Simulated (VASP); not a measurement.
# Ta (P6_3/mmc) in VASP: further runs

Runs on Ta. Level: PBEsol. Tasks: single point.

Program: VASP 6.6.1. These are calculated values, not measurements. Logs are shortened: lines on timing, memory, paths and dates and some standing lists are left out, and cuts for length are marked.

## 1. The cell of the first run

It takes space group P6_3/mmc (No. 194, hexagonal). The conventional cell has a = 2.900 Å, b = 2.900 Å, c = 5.166 Å, α = 90.00°, β = 90.00°, γ = 120.00°. Ta (site symmetry -6m2) has 12 Ta at 2.90 to 3.08 Å within 3.8 Å.

## 2. Single point, PBEsol

INCAR

```
PREC     = Accurate       # precision mode
ENCUT    = 520            # plane-wave cutoff, eV
EDIFF    = 1E-6           # SCF threshold, eV
ISMEAR   = -1             # smearing method
SIGMA    = 0.1            # smearing width, eV
LREAL    = F              # projectors in reciprocal space
LASPH    = T              # aspherical terms in the spheres
NELM     = 80             # most SCF steps
ALGO     = Normal         # electronic algorithm
ISIF     = 2              # what is computed and relaxed
LWAVE    = F              # write WAVECAR
LCHARG   = T              # write CHGCAR
GGA      = PS             # functional
LELF     = T              # ELF
LVHAR    = T            
NBANDS   = 18             # bands
```

KPOINTS

```
regular mesh
0
Gamma
  4 4 2
```

POSCAR

```
Ta
1.0
    2.9003700000      0.0000000000      0.0000000000
   -1.4501900000      2.5118000000      0.0000000000
    0.0000000000      0.0000000000      5.1662700000
Ta
2
Direct
    0.6666666667      0.3333333333      0.7500000000
    0.3333333333      0.6666666667      0.2500000000
```

Potentials or basis: VASP PAW PBE potentials, release 64 (Ta_pv).

The run is started by

```
$ cat potpaw_PBE.64/Ta_pv/POTCAR > POTCAR
$ mpirun -np 1 vasp_std > vasp.out
```

OUTCAR:

```text
PREC = Accurate
   ENCUT = 520
   EDIFF = 1E-6
   ISMEAR = -1
   LREAL = F
   LASPH = T
   NELM = 80
   ISIF = 2
   GGA = PS

 ion  position               nearest neighbor table
   1  0.667  0.333  0.750-   2 3.08   2 3.08   2 3.08   2 3.08   2 3.08   2 3.08
   2  0.333  0.667  0.250-   1 3.08   1 3.08   1 3.08   1 3.08   1 3.08   1 3.08

  LATTYP: Found a hexagonal cell.
 ALAT       =     2.9003700000
 C/A-ratio  =     1.7812451515

  Lattice vectors:

 A1 = (   2.9003700000,   0.0000000000,   0.0000000000)
 A2 = (  -1.4501900000,   2.5118000000,   0.0000000000)
 A3 = (   0.0000000000,   0.0000000000,   5.1662700000)

Analysis of symmetry for initial positions (statically):
=====================================================================
 Subroutine PRICEL returns:
 Original cell was already a primitive cell.

 Routine SETGRP: Setting up the symmetry group for a
 hexagonal supercell.

 Subroutine GETGRP returns: Found 24 space group operations
 (whereof 12 operations were pure point group operations)
 out of a pool of 24 trial point group operations.

The static configuration has the point symmetry D_3d.
 The point group associated with its full space group is D_6h.

Analysis of symmetry for dynamics (positions and initial velocities):
=====================================================================
 Subroutine PRICEL returns:
 Original cell was already a primitive cell.

 Routine SETGRP: Setting up the symmetry group for a
 hexagonal supercell.

 Subroutine GETGRP returns: Found 24 space group operations
 (whereof 12 operations were pure point group operations)
 out of a pool of 24 trial point group operations.

The dynamic configuration has the point symmetry D_3d.
 The point group associated with its full space group is D_6h.

 Subroutine INISYM returns: Found 24 space group operations
 (whereof 12 operations are pure point group operations),
 and found     1 'primitive' translations

----------------------------------------------------------------------------------------

                                     Primitive cell

  volume of cell :      37.6370

  direct lattice vectors                    reciprocal lattice vectors
     2.900370000  0.000000000  0.000000000     0.344783597  0.199061121  0.000000000
    -1.450190000  2.511800000  0.000000000     0.000000000  0.398120869  0.000000000
     0.000000000  0.000000000  5.166270000     0.000000000  0.000000000  0.193563248

  length of vectors
[... 62 lines left out ...]
   LASPH  =      T    aspherical Exc in radial PAW
   ENCUT  =  520.0 eV  38.22 Ry    6.18 a.u.   5.39  5.39  9.61*2*pi/ulx,y,z
   NELM   =     80;   NELMIN=  2; NELMDL= -5     # of ELM steps
   EDIFF  = 0.1E-05   stopping-criterion for ELM
   LREAL  =      F    real-space projection
   EDIFFG = 0.1E-04   stopping-criterion for IOM
   NSW    =      0    number of steps for IOM
   IBRION =     -1    ionic relax: 0-MD 1-quasi-New 2-CG
   NFREE  =      0    steps in history (QN), initial steepest desc. (CG)
   ISIF   =      2    stress and relaxation
   ISYM   =      2    0-nonsym 1-usesym 2-fastsym
   POTIM  = 0.5000    time-step for ionic-motion
   TEBEG  =    0.0;   TEEND  =   0.0 temperature during run
   PSTRESS=    0.0 pullay stress
   NELECT =      22.0000    total number of electrons
   NUPDOWN=      -1.0000    fix difference up-down
   EMIN   =  10.00;   EMAX   =-10.00  energy-range for DOS
   EFERMI =   0.00;   METHOD = LEGACY
   ISMEAR =    -1;   SIGMA  =   0.10  broadening in eV -4-tet -1-fermi 0-gaus
   EFERMI_NEDOS =   21; number of points for ismear=-14 and -15
   IALGO  =     38    algorithm
   IMIX   =      4    mixing-type and parameters
     AMIX     =   0.40;   BMIX     =  1.00
     AMIX_MAG =   1.60;   BMIX_MAG =  1.00
  volume/ion in A,a.u.               =      18.82       126.99
  Fermi-wavevector in a.u.,A,eV,Ry     =   1.368812  2.586680 25.492513  1.873647
  Thomas-Fermi vector in A             =   2.494743
   LORBIT       =      0    0 simple, 1 ext, 2 COOP (PROOUT), +10 PAW based schemes
   GGA     = PS    functional components
   LHFCALC =     F    Hartree Fock is set to
   AEXX    =    0.0000 exact exchange contribution
   IVDW    =     0    specifies the selected vdW correction
   LEPSILON=     F    determine dielectric tensor
   LRPA    =     F    only Hartree local field effects (RPA)
 non-spin polarized calculation
  energy-cutoff  :      520.00
  volume of cell :       37.64
 maximum number of plane-waves:      1020
 NGX is ok and might be reduce to    24
   NGX = 11   NGY = 11   NGZ = 19

 number of electron      22.0000003 magnetization

 Free energy of the ion-electron system (eV)
  ---------------------------------------------------
  ext. energy  EPLUGINS =         0.00000000
  ---------------------------------------------------
  free energy    TOTEN  =       -24.48202534 eV

  energy without entropy =      -24.39003695  energy(sigma->0) =      -24.43603115

 E-fermi :   5.2019     XC(G=0): -12.4961

 val. band max:        5.1664311997   @ k =   0.2500  -0.0000   0.5000
 cond. band min:       5.2811373100   @ k =   0.0000   0.0000   0.0000
 fundamental gap:      0.1147061103
 Fermi energy:         5.2019437166

 k-point     1 :       0.0000    0.0000    0.0000
  band No.  band energies     occupation
      1     -29.1680      2.00000
      2     -28.3560      2.00000
      3     -28.1999      2.00000
      4     -28.1999      2.00000
      5     -28.1178      2.00000
      6     -28.1178      2.00000
[... 145 lines left out ...]
      5     -28.4756      2.00000
      6     -28.4756      2.00000
[... 10 lines left out ...]
     17      12.9653      0.00000
     18      12.9653      0.00000

------------------------ aborting loop because EDIFF is reached ----------------------------------------

  FORCE on cell =-STRESS in cart. coord.  units (eV):
  Direction    XX          YY          ZZ          XY          YZ          ZX
  --------------------------------------------------------------------------------------
  -------------------------------------------------------------------------------------
  Total       -0.3223837     -0.3223852     -2.6979446      0.0000006      0.0000000      0.0000000
  in kB      -13.7236010    -13.7236654   -114.8492202      0.0000273      0.0000000      0.0000000
  external PRESSURE =     -47.4321622 kB  Pullay stress =       0.0000000 kB

 VOLUME and BASIS-vectors are now :
 -----------------------------------------------------------------------------
  energy-cutoff  :      520.00
  volume of cell :       37.64
      direct lattice vectors                 reciprocal lattice vectors
     2.900370000  0.000000000  0.000000000     0.344783597  0.199061121  0.000000000
    -1.450190000  2.511800000  0.000000000     0.000000000  0.398120869  0.000000000
     0.000000000  0.000000000  5.166270000     0.000000000  0.000000000  0.193563248

 POSITION                                       TOTAL-FORCE (eV/Angst)
 -----------------------------------------------------------------------------------
      1.45018      0.83727      3.87470        -0.000000      0.000000      0.000000
     -0.00000      1.67453      1.29157         0.000000     -0.000000      0.000000
 -----------------------------------------------------------------------------------
    total drift:                               -0.000000      0.000000     -0.000000

  FREE ENERGIE OF THE ION-ELECTRON SYSTEM (eV)
  ---------------------------------------------------
  free  energy   TOTEN  =       -24.4820253418 eV

  energy  without entropy=      -24.3900369517  energy(sigma->0) =      -24.43603115
```

OSZICAR:

```text
N       E                     dE             d eps       ncg     rms          rms(c)
DAV:   1     0.168617395717E+03    0.16862E+03   -0.12617E+04   288   0.125E+03
DAV:   2    -0.210673911809E+02   -0.18968E+03   -0.18685E+03   358   0.356E+02
DAV:   3    -0.255284200889E+02   -0.44610E+01   -0.44045E+01   336   0.505E+01
DAV:   4    -0.255671578751E+02   -0.38738E-01   -0.38692E-01   322   0.465E+00
DAV:   5    -0.255674296949E+02   -0.27182E-03   -0.27181E-03   340   0.385E-01    0.178E+01
DAV:   6    -0.247463749359E+02    0.82105E+00   -0.87311E-01   314   0.795E+00    0.850E+00
DAV:   7    -0.244865479883E+02    0.25983E+00   -0.72729E-01   316   0.687E+00    0.509E-01
DAV:   8    -0.244821509097E+02    0.43971E-02   -0.12189E-02   308   0.957E-01    0.170E-01
DAV:   9    -0.244820432420E+02    0.10767E-03   -0.34501E-04   332   0.145E-01    0.690E-02
DAV:  10    -0.244820284154E+02    0.14827E-04   -0.77968E-05   312   0.597E-02    0.966E-03
DAV:  11    -0.244820260030E+02    0.24124E-05   -0.58158E-06   304   0.164E-02    0.496E-03
DAV:  12    -0.244820253418E+02    0.66125E-06   -0.25551E-07   156   0.512E-03
   1 F= -.24482025E+02 E0= -.24436031E+02  d E =-.919884E-01
```

Run time: 13 s. Hardware: 1 thread of AMD EPYC 7R43 (Zen 3), shared host; peak memory 0.12 GiB.

What came out:

```
Free energy            : -24.4820 eV
Pressure               : -4.7 GPa
Band gap on the k mesh : zero (band 11 reaches 6.88 eV, above the bottom of band 12 at 4.82 eV)
```

Stress tensor (GPa, compression positive):
```
 -1.37   0.00   0.00
  0.00  -1.37   0.00
  0.00   0.00 -11.48
```

Caveat: the k points lie up to 0.63 Å⁻¹ apart; the PAW data sets were made with another functional, which shifts forces and pressure a little; spin-orbit coupling is left out, which moves the levels of the heavy elements.

## 3. Single point, PBEsol

INCAR

```
SYSTEM = Ta
PREC     = Accurate       ! precision mode
ENCUT    = 520            ! plane-wave cutoff, eV
EDIFF    = 1E-6           ! SCF threshold, eV
ISMEAR   = -1             ! smearing method
SIGMA    = 0.1            ! smearing width, eV
LREAL    = .FALSE.        ! projectors in reciprocal space
LASPH    = .TRUE.         ! aspherical terms in the spheres
NELM     = 80             ! most SCF steps
ALGO     = Normal         ! electronic algorithm
ISIF     = 2              ! what is computed and relaxed
LWAVE    = .FALSE.        ! write WAVECAR
LCHARG   = .TRUE.         ! write CHGCAR
GGA      = PS             ! functional
LELF     = .TRUE.         ! ELF
LVHAR    = .TRUE.       
NBANDS   = 18             ! bands
```

KPOINTS

```
Automatic mesh
0
G
  5 5 3
  0 0 0
```

POSCAR is that of step 2.

Potentials or basis: VASP PAW PBE potentials, release 64 (Ta_pv).

The run is started by

```
$ cat potpaw_PBE.64/Ta_pv/POTCAR > POTCAR
$ mpirun -np 1 vasp_std > vasp.out
```

Run time: 14 s. Hardware: 1 thread of AMD EPYC 7R43 (Zen 3), shared host; peak memory 0.12 GiB.

It converged, with:

```yaml
Free_energy: -24.6284 eV
Pressure: -8.6 GPa
Band_gap_on_the_k_mesh: zero (band 11 reaches 6.01 eV, above the bottom of band 12 at 5.02 eV)
```

Stress tensor (GPa, compression positive):
```
-9.99  0.00  0.00
 0.00 -9.99  0.00
 0.00  0.00 -5.69
```

Levels at points of the mesh, in eV from the Fermi level:
```tsv
k point	band 9	band 10	band 11	band 12	band 13	band 14
(0.00, 0.00, 0.00)	-0.47	-0.02	0.69	0.69	1.25	1.25
```

Caveat: the k points lie up to 0.50 Å⁻¹ apart; the PAW data sets were made with another functional, which shifts forces and pressure a little; spin-orbit coupling is left out, which moves the levels of the heavy elements.

(Continued in part 2 of 2.)
